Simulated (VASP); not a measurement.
The system is MgO.

```xyz
2
Lattice="0.0000 2.0542 2.0542 2.0542 0.0000 2.0542 2.0542 2.0542 0.0000" Properties=species:S:1:pos:R:3 pbc="T T T"
Mg    0.0000    0.0000    0.0000
O     2.0542    2.0542    2.0542
```

This cell differs from its parent crystal: volume scaled by 0.94.

Base run:

- Program: VASP 6.6.1
- Functional: PBEsol
- Potentials or basis: VASP PAW PBE potentials, release 64 (Mg, O)
- Cutoff: 520 eV
- k mesh: 11 × 11 × 11
- Occupations: fermi-dirac, width 0.05 eV
- Spin: no spin polarisation

Its results: band gap on the k mesh 5.39 eV, direct; pressure 13.7 GPa.

Task: The run is repeated on the same cell with these changes: functional from PBEsol to PBE. What comes out?

Result: Band gap on the k mesh 5.49 eV, direct; pressure 18.6 GPa.

PBE binds less tightly than PBEsol, so the same cell stands under more pressure.

Caveats: the PAW data sets were made with another functional, which shifts forces and pressure a little (some runs).

